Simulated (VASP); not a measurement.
# GaF (Pm-3m) in VASP: further runs

The runs below take GaF through single point, with BLYP, r2SCAN, HSE06, PBE0.

Program: VASP 6.6.1. These are calculated values, not measurements. Logs are shortened: lines on timing, memory, paths and dates and some standing lists are left out, and cuts for length are marked.

### Step 1. The cell of the first run

The structure is cubic, space group Pm-3m (No. 221). Conventional cell: a = 3.166 Å, b = 3.166 Å, c = 3.166 Å, α = 90.00°, β = 90.00°, γ = 90.00°. Ga (site symmetry m-3m) has 8 F at 2.74 Å and 6 Ga at 3.17 Å within 3.6 Å. Within 3.6 Å of F (site symmetry m-3m) lie 8 Ga at 2.74 Å and 6 F at 3.17 Å.

### Step 2. Single point, BLYP

The input, INCAR:

```
SYSTEM = GaF
PREC = Accurate
ENCUT = 520
EDIFF = 1E-6
ISMEAR = -1
SIGMA = 0.05
LREAL = .False.
LASPH = .True.
NELM = 100
ALGO = Normal
ISIF = 2
LWAVE = .False.
LCHARG = .False.
GGA = B5
ALDAX = 1.0
AGGAX = 1.0
AGGAC = 1.0
ALDAC = 0.0
NBANDS = 17
```

The input, KPOINTS:

```
regular mesh
0
Gamma
  5 5 5
  0 0 0
```

The input, POSCAR:

```
GaF
1.0
    3.1659200000      0.0000000000      0.0000000000
    0.0000000000      3.1659200000      0.0000000000
    0.0000000000      0.0000000000      3.1659200000
Ga F
1 1
Direct
    0.0000000000      0.0000000000      0.0000000000
    0.5000000000      0.5000000000      0.5000000000
```

Potentials or basis: VASP PAW PBE potentials, release 64 (Ga_d, F).

On the command line:

```bash
$ cat potpaw_PBE.64/Ga_d/POTCAR potpaw_PBE.64/F/POTCAR > POTCAR
$ mpirun -np 1 vasp_std > vasp.out
```

OUTCAR:

```text
SYSTEM = GaF
   PREC = Accurate
   ENCUT = 520
   EDIFF = 1E-6
   ISMEAR = -1
   LREAL = .False.
   LASPH = .True.
   NELM = 100
   ISIF = 2
   GGA = B5

 ion  position               nearest neighbor table
   1  0.000  0.000  0.000-
   2  0.500  0.500  0.500-

  LATTYP: Found a simple cubic cell.
 ALAT       =     3.1659200000

  Lattice vectors:

 A1 = (   3.1659200000,   0.0000000000,   0.0000000000)
 A2 = (   0.0000000000,   3.1659200000,   0.0000000000)
 A3 = (   0.0000000000,   0.0000000000,   3.1659200000)

Analysis of symmetry for initial positions (statically):
=====================================================================
 Subroutine PRICEL returns:
 Original cell was already a primitive cell.

 Routine SETGRP: Setting up the symmetry group for a
 simple cubic supercell.

 Subroutine GETGRP returns: Found 48 space group operations
 (whereof 48 operations were pure point group operations)
 out of a pool of 48 trial point group operations.

The static configuration has the point symmetry O_h .

Analysis of symmetry for dynamics (positions and initial velocities):
=====================================================================
 Subroutine PRICEL returns:
 Original cell was already a primitive cell.

 Routine SETGRP: Setting up the symmetry group for a
 simple cubic supercell.

 Subroutine GETGRP returns: Found 48 space group operations
 (whereof 48 operations were pure point group operations)
 out of a pool of 48 trial point group operations.

The dynamic configuration has the point symmetry O_h .

 Subroutine INISYM returns: Found 48 space group operations
 (whereof 48 operations are pure point group operations),
 and found     1 'primitive' translations

----------------------------------------------------------------------------------------

                                     Primitive cell

  volume of cell :      31.7322

  direct lattice vectors                    reciprocal lattice vectors
     3.165920000  0.000000000  0.000000000     0.315863951  0.000000000  0.000000000
     0.000000000  3.165920000  0.000000000     0.000000000  0.315863951  0.000000000
     0.000000000  0.000000000  3.165920000     0.000000000  0.000000000  0.315863951

  length of vectors
     3.165920000  3.165920000  3.165920000     0.315863951  0.315863951  0.315863951

  position of ions in fractional coordinates (direct lattice)
     0.000000000  0.000000000  0.000000000
     0.500000000  0.500000000  0.500000000

  ion indices of the primitive-cell ions
   primitive index   ion index
                 1           1
                 2           2

----------------------------------------------------------------------------------------

 KPOINTS: regular mesh

Automatic generation of k-mesh.
 Grid dimensions read from file:
 generate k-points for:    5    5    5

 Generating k-lattice:

  Cartesian coordinates                     Fractional coordinates (reciprocal lattice)
     0.063172790  0.000000000  0.000000000     0.200000000  0.000000000  0.000000000
     0.000000000  0.063172790  0.000000000     0.000000000  0.200000000  0.000000000
     0.000000000  0.000000000  0.063172790     0.000000000  0.000000000  0.200000000

  Length of vectors
     0.063172790  0.063172790  0.063172790

  Shift w.r.t. Gamma in fractional coordinates (k-lattice)
     0.000000000  0.000000000  0.000000000

 Subroutine IBZKPT returns following result:
 ===========================================

 Found     10 irreducible k-points:

 Following reciprocal coordinates:
            Coordinates               Weight
  0.000000  0.000000  0.000000      1.000000
  0.200000  0.000000  0.000000      6.000000
  0.400000  0.000000  0.000000      6.000000
  0.200000  0.200000  0.000000     12.000000
  0.400000  0.200000  0.000000     24.000000
  0.400000  0.400000  0.000000     12.000000
  0.200000  0.200000  0.200000      8.000000
  0.400000  0.200000  0.200000     24.000000
  0.400000  0.400000  0.200000     24.000000
  0.400000  0.400000  0.400000      8.000000
   k-points           NKPTS =     10   k-points in BZ     NKDIM =     10   number of bands    NBANDS=     17
   number of dos      NEDOS =    301   number of ions     NIONS =      2
   total plane-waves  NPLWV =  13824
   dimension x,y,z NGX =    24 NGY =   24 NGZ =   24
   dimension x,y,z NGXF=    48 NGYF=   48 NGZF=   48
   ions per type =               1   1
   NGX,Y,Z   is equivalent  to a cutoff of  12.60, 12.60, 12.60 a.u.
   NGXF,Y,Z  is equivalent  to a cutoff of  25.21, 25.21, 25.21 a.u.
 SYSTEM =  GaF
   PREC   = accura    normal or accurate (medium, high low for compatibility)
   ISTART =      0    job   : 0-new  1-cont  2-samecut
   ICHARG =      2    charge: 1-file 2-atom 10-const
   ISPIN  =      1    spin polarized calculation?
   LNONCOLLINEAR =      F non collinear calculations
   LSORBIT =      F    spin-orbit coupling
   LASPH  =      T    aspherical Exc in radial PAW
   ENCUT  =  520.0 eV  38.22 Ry    6.18 a.u.   5.89  5.89  5.89*2*pi/ulx,y,z
   NELM   =    100;   NELMIN=  2; NELMDL= -5     # of ELM steps
   EDIFF  = 0.1E-05   stopping-criterion for ELM
   LREAL  =      F    real-space projection
   EDIFFG = 0.1E-04   stopping-criterion for IOM
   NSW    =      0    number of steps for IOM
   IBRION =     -1    ionic relax: 0-MD 1-quasi-New 2-CG
   NFREE  =      0    steps in history (QN), initial steepest desc. (CG)
   ISIF   =      2    stress and relaxation
   ISYM   =      2    0-nonsym 1-usesym 2-fastsym
   POTIM  = 0.5000    time-step for ionic-motion
   TEBEG  =    0.0;   TEEND  =   0.0 temperature during run
   PSTRESS=    0.0 pullay stress
   NELECT =      20.0000    total number of electrons
   NUPDOWN=      -1.0000    fix difference up-down
   EMIN   =  10.00;   EMAX   =-10.00  energy-range for DOS
   EFERMI =   0.00;   METHOD = LEGACY
   ISMEAR =    -1;   SIGMA  =   0.05  broadening in eV -4-tet -1-fermi 0-gaus
   EFERMI_NEDOS =   21; number of points for ismear=-14 and -15
   IALGO  =     38    algorithm
   IMIX   =      4    mixing-type and parameters
     AMIX     =   0.40;   BMIX     =  1.00
     AMIX_MAG =   1.60;   BMIX_MAG =  1.00
  volume/ion in A,a.u.               =      15.87       107.07
  Fermi-wavevector in a.u.,A,eV,Ry     =   1.403627  2.652469 26.805754  1.970167
  Thomas-Fermi vector in A             =   2.526269
   LORBIT       =      0    0 simple, 1 ext, 2 COOP (PROOUT), +10 PAW based schemes
   GGA     = B5    functional components
   LHFCALC =     F    Hartree Fock is set to
   AEXX    =    0.0000 exact exchange contribution
   IVDW    =     0    specifies the selected vdW correction
   LEPSILON=     F    determine dielectric tensor
   LRPA    =     F    only Hartree local field effects (RPA)
 non-spin polarized calculation
  energy-cutoff  :      520.00
  volume of cell :       31.73
 maximum number of plane-waves:       867
 NGX is ok and might be reduce to    24
   NGX = 11   NGY = 11   NGZ = 11

 number of electron      19.9999980 magnetization

 Free energy of the ion-electron system (eV)
  ---------------------------------------------------
  ext. energy  EPLUGINS =         0.00000000
  ---------------------------------------------------
  free energy    TOTEN  =        -6.95337319 eV

  energy without entropy =       -6.95337319  energy(sigma->0) =       -6.95337319

 E-fermi :   2.8868     XC(G=0):  -9.6488

 val. band max:        1.6905241542   @ k =   0.4000   0.4000   0.4000
 cond. band min:       4.2738806378   @ k =   0.4000   0.0000   0.0000
 fundamental gap:      2.5833564835
 Fermi energy:         2.8868344609

 k-point     1 :       0.0000    0.0000    0.0000
  band No.  band energies     occupation
      1     -19.2653      2.00000
      2     -11.4883      2.00000
      3     -11.4883      2.00000
      4     -11.3218      2.00000
      5     -11.3218      2.00000
      6     -11.3218      2.00000
[... 9 lines left out ...]
     16      19.7838      0.00000
     17      25.6972      0.00000

 k-point     2 :       0.2000    0.0000    0.0000
  band No.  band energies     occupation
      1     -19.2156      2.00000
      2     -11.4851      2.00000
      3     -11.4474      2.00000
      4     -11.3383      2.00000
      5     -11.3383      2.00000
      6     -11.3205      2.00000
[... 9 lines left out ...]
     16      21.7521      0.00000
     17      22.2543      0.00000

 k-point     3 :       0.4000    0.0000    0.0000
  band No.  band energies     occupation
      1     -19.1328      2.00000
      2     -11.4799      2.00000
      3     -11.3832      2.00000
      4     -11.3648      2.00000
      5     -11.3648      2.00000
      6     -11.3183      2.00000
[... 9 lines left out ...]
     16      18.9868      0.00000
     17      20.9618      0.00000

 k-point     4 :       0.2000    0.2000    0.0000
  band No.  band energies     occupation
      1     -19.1703      2.00000
      2     -11.4641      2.00000
      3     -11.4225      2.00000
      4     -11.3514      2.00000
      5     -11.3378      2.00000
      6     -11.3344      2.00000
[... 9 lines left out ...]
     16      18.7362      0.00000
     17      21.9350      0.00000

 k-point     5 :       0.4000    0.2000    0.0000
  band No.  band energies     occupation
      1     -19.0961      2.00000
      2     -11.4532      2.00000
      3     -11.3723      2.00000
      4     -11.3612      2.00000
      5     -11.3602      2.00000
      6     -11.3325      2.00000
[... 9 lines left out ...]
     16      20.4891      0.00000
     17      21.0685      0.00000

 k-point     6 :       0.4000    0.4000    0.0000
  band No.  band energies     occupation
      1     -19.0361      2.00000
      2     -11.4285      2.00000
      3     -11.3836      2.00000
      4     -11.3561      2.00000
      5     -11.3548      2.00000
      6     -11.3053      2.00000
[... 9 lines left out ...]
     16      19.7536      0.00000
     17      20.4338      0.00000

 k-point     7 :       0.2000    0.2000    0.2000
  band No.  band energies     occupation
      1     -19.1285      2.00000
      2     -11.4199      2.00000
      3     -11.4199      2.00000
      4     -11.3532      2.00000
      5     -11.3532      2.00000
      6     -11.3452      2.00000
[... 9 lines left out ...]
     16      20.0497      0.00000
     17      20.0513      0.00000

 k-point     8 :       0.4000    0.2000    0.2000
  band No.  band energies     occupation
      1     -19.0604      2.00000
      2     -11.4151      2.00000
      3     -11.3840      2.00000
      4     -11.3649      2.00000
      5     -11.3530      2.00000
      6     -11.3449      2.00000
[... 9 lines left out ...]
     16      19.7940      0.00000
     17      20.7751      0.00000

 k-point     9 :       0.4000    0.4000    0.2000
  band No.  band energies     occupation
      1     -19.0008      2.00000
      2     -11.3985      2.00000
      3     -11.3800      2.00000
      4     -11.3790      2.00000
      5     -11.3726      2.00000
      6     -11.3039      2.00000
[... 9 lines left out ...]
     16      17.2933      0.00000
     17      22.7493      0.00000

 k-point    10 :       0.4000    0.4000    0.4000
  band No.  band energies     occupation
      1     -18.9430      2.00000
      2     -11.4170      2.00000
      3     -11.4170      2.00000
      4     -11.4051      2.00000
      5     -11.3019      2.00000
      6     -11.3019      2.00000
[... 9 lines left out ...]
     16      15.4231      0.00000
     17      24.3593      0.00000

------------------------ aborting loop because EDIFF is reached ----------------------------------------

  FORCE on cell =-STRESS in cart. coord.  units (eV):
  Direction    XX          YY          ZZ          XY          YZ          ZX
  --------------------------------------------------------------------------------------
  -------------------------------------------------------------------------------------
  Total        0.5707213      0.5707213      0.5707213     -0.0000000      0.0000000      0.0000000
  in kB       28.8160748     28.8160748     28.8160748     -0.0000000      0.0000000      0.0000000
  external PRESSURE =      28.8160748 kB  Pullay stress =       0.0000000 kB

 VOLUME and BASIS-vectors are now :
 -----------------------------------------------------------------------------
  energy-cutoff  :      520.00
  volume of cell :       31.73
      direct lattice vectors                 reciprocal lattice vectors
     3.165920000  0.000000000  0.000000000     0.315863951  0.000000000  0.000000000
     0.000000000  3.165920000  0.000000000     0.000000000  0.315863951  0.000000000
     0.000000000  0.000000000  3.165920000     0.000000000  0.000000000  0.315863951

 POSITION                                       TOTAL-FORCE (eV/Angst)
 -----------------------------------------------------------------------------------
      0.00000      0.00000      0.00000         0.000000      0.000000      0.000000
      1.58296      1.58296      1.58296         0.000000      0.000000      0.000000
 -----------------------------------------------------------------------------------
    total drift:                                0.000000      0.000000     -0.000000

  FREE ENERGIE OF THE ION-ELECTRON SYSTEM (eV)
  ---------------------------------------------------
  free  energy   TOTEN  =        -6.9533731942 eV

  energy  without entropy=       -6.9533731942  energy(sigma->0) =       -6.95337319
```

Wall time 11 s (1 thread of Intel Xeon Platinum 8259CL at 2.50GHz (Skylake/Cascade Lake), shared host); peak memory 0.14 GiB.

What came out:

```yaml
Free_energy: -6.9534 eV
Pressure: 2.9 GPa
Band_gap_on_the_k_mesh: 2.58 eV, indirect (least direct gap 2.93 eV)
```

Caveat: the PAW data sets were made with another functional, which shifts forces and pressure a little.

### Step 3. Single point, r2SCAN

POSCAR is that of step 2.

The input, INCAR.step1:

```
SYSTEM = GaF
PREC     = Accurate       ! precision mode
ENCUT    = 520            ! plane-wave cutoff, eV
ISMEAR   = -1             ! smearing method
SIGMA    = 0.05           ! smearing width, eV
LREAL    = .False.        ! projectors in reciprocal space
LASPH    = .True.         ! aspherical terms in the spheres
NELM     = 60             ! most SCF steps
NBANDS   = 17             ! bands
GGA      = PE             ! functional
ALGO     = Normal         ! electronic algorithm
EDIFF    = 1E-4           ! SCF threshold, eV
LWAVE    = .True.         ! write WAVECAR
LCHARG   = .False.        ! write CHGCAR
```

The input, INCAR.step2:

```
SYSTEM = GaF
PREC     = Accurate       ! precision mode
ENCUT    = 520            ! plane-wave cutoff, eV
EDIFF    = 1E-7           ! SCF threshold, eV
ISMEAR   = -1             ! smearing method
SIGMA    = 0.05           ! smearing width, eV
LREAL    = .False.        ! projectors in reciprocal space
LASPH    = .True.         ! aspherical terms in the spheres
NELM     = 60             ! most SCF steps
ALGO     = Normal         ! electronic algorithm
ISIF     = 2              ! what is computed and relaxed
LWAVE    = .False.        ! write WAVECAR
LCHARG   = .False.        ! write CHGCAR
METAGGA  = R2SCAN         ! meta-GGA
LMIXTAU  = .True.       
NBANDS   = 17             ! bands
ISTART   = 1
```

The input, KPOINTS:

```
Automatic mesh
0
Gamma
  5 5 5
  0 0 0
```

Potentials or basis: VASP PAW PBE potentials, release 64 (Ga_d, F).

On the command line:

```bash
$ cat potpaw_PBE.64/Ga_d/POTCAR potpaw_PBE.64/F/POTCAR > POTCAR
$ cp INCAR.step1 INCAR
$ mpirun -np 1 vasp_std > vasp.out
$ cp INCAR.step2 INCAR
$ mpirun -np 1 vasp_std > vasp.out
```

Run time: 25 s. Hardware: 1 thread of Intel Xeon Platinum 8259CL at 2.50GHz (Skylake/Cascade Lake), shared host; peak memory 0.14 GiB.

It converged, with:

| Quantity | Value |
| --- | --- |
| Free energy | -17.2119 eV |
| Pressure | -2.3 GPa |
| Band gap on the k mesh | 2.54 eV, indirect (least direct gap 3.08 eV) |

Levels at points of the mesh, in eV from the valence-band top:
| k point | band 7 | band 8 | band 9 | band 10 | band 11 | band 12 | band 13 | band 14 |
| --- | --- | --- | --- | --- | --- | --- | --- | --- |
| (0.00, 0.00, 0.00) | -5.11 | -2.69 | -2.69 | -2.69 | 9.73 | 9.73 | 9.73 | 11.36 |

Caveat: the PAW data sets were made with another functional, which shifts forces and pressure a little. A k mesh can miss the band edges.

(Continued in part 2 of 2.)
